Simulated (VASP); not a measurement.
# Cs (P6_3/mmc) in VASP: single point with PBE

Aim: the single point of Cs with PBE.

Everything below comes from runs of VASP 6.6.1. Logs are shortened: lines on timing, memory, paths and dates and some standing lists are left out, and cuts for length are marked.

**1. The cell of the first run**

Symmetry: P6_3/mmc, No. 194, hexagonal system. The conventional cell has a = 5.566 Å, b = 5.566 Å, c = 9.258 Å, α = 90.00°, β = 90.00°, γ = 120.00°.

**2. Single point, PBE**

The input, INCAR:

```
SYSTEM = Cs
PREC = Accurate
ENCUT = 520
EDIFF = 1E-6
ISMEAR = -1
SIGMA = 0.05
LREAL = .False.
LASPH = .True.
NELM = 60
ALGO = Normal
ISIF = 2
LWAVE = .False.
LCHARG = .True.
GGA = PE
LELF = .True.
LVHAR = .True.
NBANDS = 16
```

The input, KPOINTS:

```
regular mesh
0
Gamma
  7 7 4
  0 0 0
```

The input, POSCAR:

```
Cs
1.0
    5.5663060538      0.0000000000      0.0000000000
   -2.7831530269      4.8205624479      0.0000000000
    0.0000000000      0.0000000000      9.2584789600
Cs
2
Direct
    0.3333333333      0.6666666667      0.2500000000
    0.6666666667      0.3333333333      0.7500000000
```

Potentials or basis: VASP PAW PBE potentials, release 64 (Cs_sv).

Started as:

```sh
$ cat potpaw_PBE.64/Cs_sv/POTCAR > POTCAR
$ mpirun -np 1 vasp_std > vasp.out
```

OUTCAR:

```text
SYSTEM = Cs
   PREC = Accurate
   ENCUT = 520
   EDIFF = 1E-6
   ISMEAR = -1
   LREAL = .False.
   LASPH = .True.
   NELM = 60
   ISIF = 2
   GGA = PE

 ion  position               nearest neighbor table
   1  0.333  0.667  0.250-
   2  0.667  0.333  0.750-

  LATTYP: Found a hexagonal cell.
 ALAT       =     5.5663060538
 C/A-ratio  =     1.6633075635

  Lattice vectors:

 A1 = (   5.5663060538,   0.0000000000,   0.0000000000)
 A2 = (  -2.7831530269,   4.8205624479,   0.0000000000)
 A3 = (   0.0000000000,   0.0000000000,   9.2584789600)

Analysis of symmetry for initial positions (statically):
=====================================================================
 Subroutine PRICEL returns:
 Original cell was already a primitive cell.

 Routine SETGRP: Setting up the symmetry group for a
 hexagonal supercell.

 Subroutine GETGRP returns: Found 24 space group operations
 (whereof 12 operations were pure point group operations)
 out of a pool of 24 trial point group operations.

The static configuration has the point symmetry D_3d.
 The point group associated with its full space group is D_6h.

Analysis of symmetry for dynamics (positions and initial velocities):
=====================================================================
 Subroutine PRICEL returns:
 Original cell was already a primitive cell.

 Routine SETGRP: Setting up the symmetry group for a
 hexagonal supercell.

 Subroutine GETGRP returns: Found 24 space group operations
 (whereof 12 operations were pure point group operations)
 out of a pool of 24 trial point group operations.

The dynamic configuration has the point symmetry D_3d.
 The point group associated with its full space group is D_6h.

 Subroutine INISYM returns: Found 24 space group operations
 (whereof 12 operations are pure point group operations),
 and found     1 'primitive' translations

----------------------------------------------------------------------------------------

                                     Primitive cell

  volume of cell :     248.4302

  direct lattice vectors                    reciprocal lattice vectors
     5.566306054  0.000000000  0.000000000     0.179652357  0.103722336  0.000000000
    -2.783153027  4.820562448  0.000000000     0.000000000  0.207444673  0.000000000
     0.000000000  0.000000000  9.258478960     0.000000000  0.000000000  0.108009102

  length of vectors
     5.566306054  5.566306054  9.258478960     0.207444673  0.207444673  0.108009102

  position of ions in fractional coordinates (direct lattice)
     0.333333333  0.666666667  0.250000000
     0.666666667  0.333333333  0.750000000

  ion indices of the primitive-cell ions
   primitive index   ion index
                 1           1
                 2           2

----------------------------------------------------------------------------------------

 KPOINTS: regular mesh

Automatic generation of k-mesh.
 Grid dimensions read from file:
 generate k-points for:    7    7    4

 Generating k-lattice:

  Cartesian coordinates                     Fractional coordinates (reciprocal lattice)
     0.025664622  0.014817477  0.000000000     0.142857143  0.000000000  0.000000000
     0.000000000  0.029634953  0.000000000     0.000000000  0.142857143  0.000000000
     0.000000000  0.000000000  0.027002276     0.000000000  0.000000000  0.250000000

  Length of vectors
     0.029634953  0.029634953  0.027002276

  Shift w.r.t. Gamma in fractional coordinates (k-lattice)
     0.000000000  0.000000000  0.000000000

 Subroutine IBZKPT returns following result:
 ===========================================

 Found     24 irreducible k-points:

 Following reciprocal coordinates:
            Coordinates               Weight
  0.000000  0.000000  0.000000      1.000000
  0.142857 -0.000000  0.000000      6.000000
  0.285714 -0.000000  0.000000      6.000000
  0.428571 -0.000000  0.000000      6.000000
  0.142857  0.142857  0.000000      6.000000
  0.285714  0.142857  0.000000     12.000000
[... 16 lines left out ...]
  0.428571  0.142857  0.500000      6.000000
  0.285714  0.285714  0.500000      6.000000
   k-points           NKPTS =     24   k-points in BZ     NKDIM =     24   number of bands    NBANDS=     16
   number of dos      NEDOS =    301   number of ions     NIONS =      2
   total plane-waves  NPLWV = 123480
   dimension x,y,z NGX =    42 NGY =   42 NGZ =   70
   dimension x,y,z NGXF=    84 NGYF=   84 NGZF=  140
   ions per type =               2
   NGX,Y,Z   is equivalent  to a cutoff of  12.54, 12.54, 12.57 a.u.
   NGXF,Y,Z  is equivalent  to a cutoff of  25.09, 25.09, 25.14 a.u.
 SYSTEM =  Cs
   PREC   = accura    normal or accurate (medium, high low for compatibility)
   ISTART =      0    job   : 0-new  1-cont  2-samecut
   ICHARG =      2    charge: 1-file 2-atom 10-const
   ISPIN  =      1    spin polarized calculation?
   LNONCOLLINEAR =      F non collinear calculations
   LSORBIT =      F    spin-orbit coupling
   LASPH  =      T    aspherical Exc in radial PAW
   ENCUT  =  520.0 eV  38.22 Ry    6.18 a.u.  10.35 10.35 17.21*2*pi/ulx,y,z
   NELM   =     60;   NELMIN=  2; NELMDL= -5     # of ELM steps
   EDIFF  = 0.1E-05   stopping-criterion for ELM
   LREAL  =      F    real-space projection
   EDIFFG = 0.1E-04   stopping-criterion for IOM
   NSW    =      0    number of steps for IOM
   IBRION =     -1    ionic relax: 0-MD 1-quasi-New 2-CG
   NFREE  =      0    steps in history (QN), initial steepest desc. (CG)
   ISIF   =      2    stress and relaxation
   ISYM   =      2    0-nonsym 1-usesym 2-fastsym
   POTIM  = 0.5000    time-step for ionic-motion
   TEBEG  =    0.0;   TEEND  =   0.0 temperature during run
   PSTRESS=    0.0 pullay stress
   NELECT =      18.0000    total number of electrons
   NUPDOWN=      -1.0000    fix difference up-down
   EMIN   =  10.00;   EMAX   =-10.00  energy-range for DOS
   EFERMI =   0.00;   METHOD = LEGACY
   ISMEAR =    -1;   SIGMA  =   0.05  broadening in eV -4-tet -1-fermi 0-gaus
   EFERMI_NEDOS =   21; number of points for ismear=-14 and -15
   IALGO  =     38    algorithm
   IMIX   =      4    mixing-type and parameters
     AMIX     =   0.40;   BMIX     =  1.00
     AMIX_MAG =   1.60;   BMIX_MAG =  1.00
  volume/ion in A,a.u.               =     124.22       838.24
  Fermi-wavevector in a.u.,A,eV,Ry     =   0.682492  1.289723  6.337529  0.465795
  Thomas-Fermi vector in A             =   1.761581
   LORBIT       =      0    0 simple, 1 ext, 2 COOP (PROOUT), +10 PAW based schemes
   GGA     = PE    functional components
   LHFCALC =     F    Hartree Fock is set to
   AEXX    =    0.0000 exact exchange contribution
   IVDW    =     0    specifies the selected vdW correction
   LEPSILON=     F    determine dielectric tensor
   LRPA    =     F    only Hartree local field effects (RPA)
 non-spin polarized calculation
  energy-cutoff  :      520.00
  volume of cell :      248.43
 maximum number of plane-waves:      6724
 NGX is ok and might be reduce to    42
   NGX = 21   NGY = 21   NGZ = 35

 number of electron      18.0000000 magnetization

 Free energy of the ion-electron system (eV)
  ---------------------------------------------------
  ext. energy  EPLUGINS =         0.00000000
  ---------------------------------------------------
  free energy    TOTEN  =        -1.71146219 eV

  energy without entropy =       -1.69127129  energy(sigma->0) =       -1.70136674

 E-fermi :   0.2744     XC(G=0):  -5.2167

 val. band max:        0.2457384534   @ k =   0.1429   0.1429   0.2500
 cond. band min:       0.3454421459   @ k =   0.4286  -0.0000   0.5000
 fundamental gap:      0.0997036925
 Fermi energy:         0.2744169405

 k-point     1 :       0.0000    0.0000    0.0000
  band No.  band energies     occupation
      1     -23.6300      2.00000
      2     -23.6262      2.00000
      3     -10.4839      2.00000
      4     -10.3966      2.00000
      5     -10.3966      2.00000
      6     -10.3855      2.00000
[... 8 lines left out ...]
     15       2.9140      0.00000
     16       2.9140      0.00000

 k-point     2 :       0.1429   -0.0000    0.0000
  band No.  band energies     occupation
      1     -23.6293      2.00000
      2     -23.6258      2.00000
      3     -10.4775      2.00000
      4     -10.4124      2.00000
      5     -10.4014      2.00000
      6     -10.3999      2.00000
[... 8 lines left out ...]
     15       2.8406      0.00000
     16       2.9140      0.00000

 k-point     3 :       0.2857   -0.0000    0.0000
  band No.  band energies     occupation
      1     -23.6276      2.00000
      2     -23.6250      2.00000
      3     -10.4609      2.00000
      4     -10.4481      2.00000
      5     -10.4352      2.00000
      6     -10.4118      2.00000
[... 8 lines left out ...]
     15       2.7819      0.00000
     16       3.2080      0.00000

 k-point     4 :       0.4286   -0.0000    0.0000
  band No.  band energies     occupation
      1     -23.6260      2.00000
      2     -23.6245      2.00000
      3     -10.4769      2.00000
      4     -10.4625      2.00000
      5     -10.4430      2.00000
      6     -10.4199      2.00000
[... 8 lines left out ...]
     15       2.6020      0.00000
     16       3.5409      0.00000

 k-point     5 :       0.1429    0.1429    0.0000
  band No.  band energies     occupation
      1     -23.6281      2.00000
      2     -23.6252      2.00000
      3     -10.4659      2.00000
      4     -10.4332      2.00000
      5     -10.4288      2.00000
      6     -10.4072      2.00000
[... 8 lines left out ...]
     15       2.7449      0.00000
     16       3.0211      0.00000

 k-point     6 :       0.2857    0.1429    0.0000
  band No.  band energies     occupation
      1     -23.6264      2.00000
      2     -23.6246      2.00000
      3     -10.4624      2.00000
      4     -10.4526      2.00000
      5     -10.4478      2.00000
      6     -10.4223      2.00000
[... 8 lines left out ...]
     15       2.4253      0.00000
     16       3.2481      0.00000

 k-point     7 :       0.4286    0.1429    0.0000
  band No.  band energies     occupation
      1     -23.6255      2.00000
      2     -23.6245      2.00000
      3     -10.4760      2.00000
      4     -10.4616      2.00000
      5     -10.4358      2.00000
      6     -10.4300      2.00000
[... 8 lines left out ...]
     15       2.3253      0.00000
     16       3.2209      0.00000

 k-point     8 :       0.2857    0.2857    0.0000
  band No.  band energies     occupation
      1     -23.6252      2.00000
      2     -23.6245      2.00000
      3     -10.4647      2.00000
      4     -10.4551      2.00000
      5     -10.4403      2.00000
      6     -10.4314      2.00000
[... 8 lines left out ...]
     15       2.1770      0.00000
     16       2.9379      0.00000

 k-point     9 :       0.0000    0.0000    0.2500
  band No.  band energies     occupation
      1     -23.6295      2.00000
      2     -23.6268      2.00000
      3     -10.4699      2.00000
      4     -10.4003      2.00000
      5     -10.3947      2.00000
      6     -10.3947      2.00000
[... 8 lines left out ...]
     15       2.8031      0.00000
     16       2.8031      0.00000
[... 172 lines left out ...]
 k-point    19 :       0.2857   -0.0000    0.5000
  band No.  band energies     occupation
      1     -23.6263      2.00000
      2     -23.6263      2.00000
      3     -10.4567      2.00000
      4     -10.4567      2.00000
      5     -10.4129      2.00000
      6     -10.4129      2.00000
[... 8 lines left out ...]
     15       2.9885      0.00000
     16       2.9885      0.00000

 k-point    20 :       0.4286   -0.0000    0.5000
  band No.  band energies     occupation
      1     -23.6253      2.00000
      2     -23.6253      2.00000
      3     -10.4809      2.00000
      4     -10.4809      2.00000
      5     -10.4126      2.00000
      6     -10.4126      2.00000
[... 8 lines left out ...]
     15       3.0422      0.00000
     16       3.0422      0.00000

 k-point    21 :       0.1429    0.1429    0.5000
  band No.  band energies     occupation
      1     -23.6267      2.00000
      2     -23.6267      2.00000
      3     -10.4480      2.00000
      4     -10.4480      2.00000
      5     -10.4123      2.00000
      6     -10.4123      2.00000
[... 8 lines left out ...]
     15       2.8684      0.00000
     16       2.8684      0.00000

 k-point    22 :       0.2857    0.1429    0.5000
  band No.  band energies     occupation
      1     -23.6255      2.00000
      2     -23.6255      2.00000
      3     -10.4691      2.00000
      4     -10.4691      2.00000
      5     -10.4209      2.00000
      6     -10.4209      2.00000
[... 8 lines left out ...]
     15       2.8278      0.00000
     16       2.8278      0.00000

 k-point    23 :       0.4286    0.1429    0.5000
  band No.  band energies     occupation
      1     -23.6250      2.00000
      2     -23.6250      2.00000
      3     -10.4795      2.00000
      4     -10.4795      2.00000
      5     -10.4256      2.00000
      6     -10.4256      2.00000
[... 8 lines left out ...]
     15       2.8681      0.00000
     16       2.8681      0.00000

 k-point    24 :       0.2857    0.2857    0.5000
  band No.  band energies     occupation
      1     -23.6249      2.00000
      2     -23.6249      2.00000
      3     -10.4695      2.00000
      4     -10.4695      2.00000
      5     -10.4409      2.00000
      6     -10.4409      2.00000
[... 8 lines left out ...]
     15       2.8328      0.00000
     16       2.8328      0.00000

------------------------ aborting loop because EDIFF is reached ----------------------------------------

  FORCE on cell =-STRESS in cart. coord.  units (eV):
  Direction    XX          YY          ZZ          XY          YZ          ZX
  --------------------------------------------------------------------------------------
  -------------------------------------------------------------------------------------
  Total       -0.1572559     -0.1572559     -0.1926426     -0.0000000     -0.0000000      0.0000000
  in kB       -1.0141752     -1.0141752     -1.2423915     -0.0000000     -0.0000000      0.0000000
  external PRESSURE =      -1.0902473 kB  Pullay stress =       0.0000000 kB

 VOLUME and BASIS-vectors are now :
 -----------------------------------------------------------------------------
  energy-cutoff  :      520.00
  volume of cell :      248.43
      direct lattice vectors                 reciprocal lattice vectors
     5.566306054  0.000000000  0.000000000     0.179652357  0.103722336  0.000000000
    -2.783153027  4.820562448  0.000000000     0.000000000  0.207444673  0.000000000
     0.000000000  0.000000000  9.258478960     0.000000000  0.000000000  0.108009102

 POSITION                                       TOTAL-FORCE (eV/Angst)
 -----------------------------------------------------------------------------------
     -0.00000      3.21371      2.31462        -0.000000      0.000000      0.000000
      2.78315      1.60685      6.94386         0.000000     -0.000000      0.000000
 -----------------------------------------------------------------------------------
    total drift:                               -0.000000      0.000000     -0.000000

  FREE ENERGIE OF THE ION-ELECTRON SYSTEM (eV)
  ---------------------------------------------------
  free  energy   TOTEN  =        -1.7114621943 eV

  energy  without entropy=       -1.6912712866  energy(sigma->0) =       -1.70136674
```

It took 49 s on 1 thread of AMD EPYC 7R13 (Zen 3), shared host; peak memory 0.32 GiB.

Results:

* Free energy: -1.7115 eV
* Pressure: -0.1 GPa
* Band gap on the k mesh: zero (band 9 reaches 0.75 eV, above the bottom of band 10 at -0.78 eV)

Levels at points of the mesh, in eV from the Fermi level:
```tsv
k point	band 7	band 8	band 9	band 10	band 11	band 12
(0.00, 0.00, 0.00)	-10.66	-10.66	-1.61	-0.05	0.65	2.31
(0.00, 0.00, 0.50)	-10.66	-10.66	-1.05	-1.05	1.56	1.56
```

Caveat: spin-orbit coupling is left out, which moves the levels of the heavy elements.
